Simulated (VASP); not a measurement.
# SiNi2 (P6_3/mmc) in VASP: further runs, part 3 of 3

VASP 6.6.1. The steps go on from the part before.

**6. Single point, PBE (uniaxial strain along c: +4.0 %, then relaxed in part)**

The input, INCAR:

```
PREC = Accurate
ENCUT = 520
EDIFF = 1E-7
ISMEAR = 0
SIGMA = 0.1
LREAL = F
LASPH = T
NELM = 100
ALGO = Fast
ISIF = 2
LWAVE = F
LCHARG = T
GGA = PE
LELF = T
LVHAR = T
NBANDS = 33
```

The input, KPOINTS:

```
regular mesh
0
Gamma
  12 12 8
```

The input, POSCAR:

```
SiNi2
1.0
    3.8799781316      0.0000000000      0.0000000000
   -1.9399890658      3.3601596281      0.0000000000
    0.0000000000      0.0000000000      5.1911102914
Si Ni
2 4
Direct
    0.3333333331      0.6666666669      0.7500000000
    0.6666666669      0.3333333331      0.2500000000
    0.0000000000      0.0000000000      0.0000000000
    0.0000000000      0.0000000000      0.5000000000
    0.3333333338      0.6666666662      0.2500000000
    0.6666666662      0.3333333338      0.7500000000
```

Potentials or basis: VASP PAW PBE potentials, release 64 (Si, Ni).

The run is started by

```
$ cat potpaw_PBE.64/Si/POTCAR potpaw_PBE.64/Ni/POTCAR > POTCAR
$ mpirun -np 1 vasp_std > vasp.out
```

OUTCAR:

```text
PREC = Accurate
   ENCUT = 520
   EDIFF = 1E-7
   ISMEAR = 0
   LREAL = F
   LASPH = T
   NELM = 100
   ISIF = 2
   GGA = PE

 ion  position               nearest neighbor table
   1  0.333  0.667  0.750-   6 2.24   6 2.24   6 2.24   3 2.59   4 2.59   4 2.59   3 2.59   4 2.59
                             3 2.59   5 2.60   5 2.60
   2  0.667  0.333  0.250-   5 2.24   5 2.24   5 2.24   3 2.59   4 2.59   3 2.59   4 2.59   3 2.59
                             4 2.59   6 2.60   6 2.60
   3  0.000  0.000  0.000-   6 2.59   1 2.59   2 2.59   5 2.59   6 2.59   5 2.59   1 2.59   2 2.59
                             2 2.59   1 2.59   5 2.59   6 2.59   4 2.60   4 2.60
   4  0.000  0.000  0.500-   6 2.59   1 2.59   2 2.59   5 2.59   6 2.59   5 2.59   1 2.59   2 2.59
                             2 2.59   1 2.59   5 2.59   6 2.59   3 2.60   3 2.60
   5  0.333  0.667  0.250-   2 2.24   2 2.24   2 2.24   4 2.59   3 2.59   4 2.59   3 2.59   4 2.59
                             3 2.59   1 2.60   1 2.60
   6  0.667  0.333  0.750-   1 2.24   1 2.24   1 2.24   3 2.59   4 2.59   3 2.59   4 2.59   4 2.59
                             3 2.59   2 2.60   2 2.60

  LATTYP: Found a hexagonal cell.
 ALAT       =     3.8799781316
 C/A-ratio  =     1.3379225643

  Lattice vectors:

 A1 = (   3.8799781316,   0.0000000000,   0.0000000000)
 A2 = (  -1.9399890658,   3.3601596281,   0.0000000000)
 A3 = (   0.0000000000,   0.0000000000,   5.1911102914)

Analysis of symmetry for initial positions (statically):
=====================================================================
 Subroutine PRICEL returns:
 Original cell was already a primitive cell.

 Routine SETGRP: Setting up the symmetry group for a
 hexagonal supercell.

 Subroutine GETGRP returns: Found 24 space group operations
 (whereof 12 operations were pure point group operations)
 out of a pool of 24 trial point group operations.

The static configuration has the point symmetry D_3d.
 The point group associated with its full space group is D_6h.

Analysis of symmetry for dynamics (positions and initial velocities):
=====================================================================
 Subroutine PRICEL returns:
 Original cell was already a primitive cell.

 Routine SETGRP: Setting up the symmetry group for a
 hexagonal supercell.

 Subroutine GETGRP returns: Found 24 space group operations
 (whereof 12 operations were pure point group operations)
 out of a pool of 24 trial point group operations.

The dynamic configuration has the point symmetry D_3d.
 The point group associated with its full space group is D_6h.

 Subroutine INISYM returns: Found 24 space group operations
 (whereof 12 operations are pure point group operations),
 and found     1 'primitive' translations

----------------------------------------------------------------------------------------

                                     Primitive cell

  volume of cell :      67.6783

  direct lattice vectors                    reciprocal lattice vectors
     3.879978132  0.000000000  0.000000000     0.257733411  0.148802454  0.000000000
    -1.939989066  3.360159628  0.000000000     0.000000000  0.297604909  0.000000000
     0.000000000  0.000000000  5.191110291     0.000000000  0.000000000  0.192637017

  length of vectors
     3.879978132  3.879978132  5.191110291     0.297604909  0.297604909  0.192637017

  position of ions in fractional coordinates (direct lattice)
     0.333333333  0.666666667  0.750000000
     0.666666667  0.333333333  0.250000000
[... 65 lines left out ...]
  0.333333  0.000000  0.125000     12.000000
 [... further k-points ...]
   k-points           NKPTS =     95   k-points in BZ     NKDIM =     95   number of bands    NBANDS=     33
   number of dos      NEDOS =    301   number of ions     NIONS =      6
   total plane-waves  NPLWV =  36000
   dimension x,y,z NGX =    30 NGY =   30 NGZ =   40
   dimension x,y,z NGXF=    60 NGYF=   60 NGZF=   80
   ions per type =               2   4
   NGX,Y,Z   is equivalent  to a cutoff of  12.85, 12.85, 12.81 a.u.
   NGXF,Y,Z  is equivalent  to a cutoff of  25.71, 25.71, 25.62 a.u.
 SYSTEM =  unknown system
   PREC   = accura    normal or accurate (medium, high low for compatibility)
   ISTART =      0    job   : 0-new  1-cont  2-samecut
   ICHARG =      2    charge: 1-file 2-atom 10-const
   ISPIN  =      1    spin polarized calculation?
   LNONCOLLINEAR =      F non collinear calculations
   LSORBIT =      F    spin-orbit coupling
   LASPH  =      T    aspherical Exc in radial PAW
   ENCUT  =  520.0 eV  38.22 Ry    6.18 a.u.   7.21  7.21  9.65*2*pi/ulx,y,z
   NELM   =    100;   NELMIN=  2; NELMDL= -5     # of ELM steps
   EDIFF  = 0.1E-06   stopping-criterion for ELM
   LREAL  =      F    real-space projection
   EDIFFG = 0.1E-05   stopping-criterion for IOM
   NSW    =      0    number of steps for IOM
   IBRION =     -1    ionic relax: 0-MD 1-quasi-New 2-CG
   NFREE  =      0    steps in history (QN), initial steepest desc. (CG)
   ISIF   =      2    stress and relaxation
   ISYM   =      2    0-nonsym 1-usesym 2-fastsym
   POTIM  = 0.5000    time-step for ionic-motion
   TEBEG  =    0.0;   TEEND  =   0.0 temperature during run
   PSTRESS=    0.0 pullay stress
   NELECT =      48.0000    total number of electrons
   NUPDOWN=      -1.0000    fix difference up-down
   EMIN   =  10.00;   EMAX   =-10.00  energy-range for DOS
   EFERMI =   0.00;   METHOD = LEGACY
   ISMEAR =     0;   SIGMA  =   0.10  broadening in eV -4-tet -1-fermi 0-gaus
   EFERMI_NEDOS =   21; number of points for ismear=-14 and -15
   IALGO  =     68    algorithm
   IMIX   =      4    mixing-type and parameters
     AMIX     =   0.40;   BMIX     =  1.00
     AMIX_MAG =   1.60;   BMIX_MAG =  1.00
  volume/ion in A,a.u.               =      11.28        76.12
  Fermi-wavevector in a.u.,A,eV,Ry     =   1.459953  2.758910 29.000296  2.131462
  Thomas-Fermi vector in A             =   2.576459
   LORBIT       =      0    0 simple, 1 ext, 2 COOP (PROOUT), +10 PAW based schemes
   GGA     = PE    functional components
   LHFCALC =     F    Hartree Fock is set to
   AEXX    =    0.0000 exact exchange contribution
   IVDW    =     0    specifies the selected vdW correction
   LEPSILON=     F    determine dielectric tensor
   LRPA    =     F    only Hartree local field effects (RPA)
 non-spin polarized calculation
 RMM-DIIS sequential band-by-band and
 Gauss-broadening in eV      SIGMA  =   0.10
  energy-cutoff  :      520.00
  volume of cell :       67.68
 maximum number of plane-waves:      1843
 NGX is ok and might be reduce to    30
   NGX = 15   NGY = 15   NGZ = 19

 number of electron      48.0000028 magnetization

 Free energy of the ion-electron system (eV)
  ---------------------------------------------------
  ext. energy  EPLUGINS =         0.00000000
  ---------------------------------------------------
  free energy    TOTEN  =       -35.69107693 eV

  energy without entropy =      -35.67202072  energy(sigma->0) =      -35.68154883

 E-fermi :  10.5941     XC(G=0): -12.7582

 val. band max:       10.5907631021   @ k =   0.1667   0.0833   0.1250
 cond. band min:      10.5955947420   @ k =   0.1667   0.0000   0.1250
 fundamental gap:      0.0048316399
 Fermi energy:        10.5940517374

 k-point     1 :       0.0000    0.0000    0.0000
  band No.  band energies     occupation
      1      -1.6677      2.00000
      2       2.2784      2.00000
      3       4.2527      2.00000
      4       5.7652      2.00000
      5       5.7652      2.00000
      6       6.7982      2.00000
[... 853 lines left out ...]
     32      17.4183      0.00000
     33      19.1485      0.00000

 [... further k-points ...]

------------------------ aborting loop because EDIFF is reached ----------------------------------------

  FORCE on cell =-STRESS in cart. coord.  units (eV):
  Direction    XX          YY          ZZ          XY          YZ          ZX
  --------------------------------------------------------------------------------------
  -------------------------------------------------------------------------------------
  Total        0.0406514      0.0406514     -3.7312269     -0.0000000      0.0000000     -0.0000000
  in kB        0.9623582      0.9623582    -88.3309285     -0.0000000      0.0000000     -0.0000000
  external PRESSURE =     -28.8020707 kB  Pullay stress =       0.0000000 kB

 VOLUME and BASIS-vectors are now :
 -----------------------------------------------------------------------------
  energy-cutoff  :      520.00
  volume of cell :       67.68
      direct lattice vectors                 reciprocal lattice vectors
     3.879978132  0.000000000  0.000000000     0.257733411  0.148802454  0.000000000
    -1.939989066  3.360159628  0.000000000     0.000000000  0.297604909  0.000000000
     0.000000000  0.000000000  5.191110291     0.000000000  0.000000000  0.192637017

 POSITION                                       TOTAL-FORCE (eV/Angst)
 -----------------------------------------------------------------------------------
     -0.00000      2.24011      3.89333         0.000000      0.000000      0.000000
      1.93999      1.12005      1.29778         0.000000     -0.000000      0.000000
      0.00000      0.00000      0.00000        -0.000000      0.000000      0.000000
      0.00000      0.00000      2.59556        -0.000000      0.000000      0.000000
      0.00000      2.24011      1.29778        -0.000000      0.000000      0.000000
      1.93999      1.12005      3.89333        -0.000000      0.000000      0.000000
 -----------------------------------------------------------------------------------
    total drift:                                0.000000     -0.000000      0.000000

  FREE ENERGIE OF THE ION-ELECTRON SYSTEM (eV)
  ---------------------------------------------------
  free  energy   TOTEN  =       -35.6910769307 eV

  energy  without entropy=      -35.6720207215  energy(sigma->0) =      -35.68154883
```

OSZICAR:

```text
N       E                     dE             d eps       ncg     rms          rms(c)
DAV:   1     0.316674881947E+03    0.31667E+03   -0.20744E+04  6294   0.185E+03
DAV:   2    -0.175595595878E+02   -0.33423E+03   -0.31602E+03  6278   0.365E+02
DAV:   3    -0.401580153926E+02   -0.22598E+02   -0.21288E+02  7043   0.120E+02
[... 11 lines left out ...]
RMM:  15    -0.356910757400E+02   -0.13084E-05   -0.47763E-05  7339   0.650E-02    0.230E-02
RMM:  16    -0.356910767857E+02   -0.10457E-05   -0.21297E-05  9065   0.250E-02    0.124E-02
RMM:  17    -0.356910772502E+02   -0.46448E-06   -0.22219E-06  7728   0.781E-03    0.798E-03
RMM:  18    -0.356910769667E+02    0.28342E-06   -0.99472E-07  6892   0.878E-03    0.163E-03
RMM:  19    -0.356910769307E+02    0.36092E-07   -0.28020E-07  4682   0.338E-03
   1 F= -.35691077E+02 E0= -.35681549E+02  d E =-.190562E-01
```

It took 8.4 min on 1 thread of Intel Xeon 8259CL, shared host; peak memory 0.3 GiB.

Results:

| Property | Result |
| --- | --- |
| Free energy | -35.6911 eV |
| Pressure | -2.9 GPa |
| Band gap on the k mesh | zero (bands 24 and 25 overlap by 3.52 eV) |

Caveat: the cell differs from its parent crystal (uniaxial strain along c: +4.0 %, then relaxed in part). Spin polarisation is off, so any magnetic state and its effect on volume and gap are missing.

**7. Summary**

| cell | k mesh | cutoff (eV) | gap on the mesh (eV) | pressure (GPa) |
| --- | --- | --- | --- | --- |
| a = 3.896, b = 3.896, c = 5.091 Å, angles 90.0, 90.0, 120.0°, 6 atoms | 12 × 12 × 8 | 520 | none | -1.6 |
| a = 3.892, b = 3.892, c = 5.091 Å, angles 90.0, 90.0, 120.0°, 6 atoms | 12 × 12 × 8 | 520 | none | -1.0 |
| a = 3.677, b = 3.677, c = 4.692 Å, angles 90.0, 90.0, 120.0°, 6 atoms | 12 × 12 × 8, shifted | 600 | none | 58.3 |
| a = 3.873, b = 3.873, c = 5.191 Å, angles 90.0, 90.0, 120.0°, 6 atoms | 12 × 12 × 8 | 520 | none | -2.1 |
| a = 3.880, b = 3.880, c = 5.191 Å, angles 90.0, 90.0, 120.0°, 6 atoms | 12 × 12 × 8 | 520 | none | -2.9 |

Alike in all rows: task single point; level PBE; potentials or basis VASP PAW PBE potentials, release 64 (Si, Ni); no spin polarisation; smearing gaussian 0.1 eV.

Caveats: the cell stands under pressure (at least some runs).

Absolute energies hang on the potentials; compare differences alone.
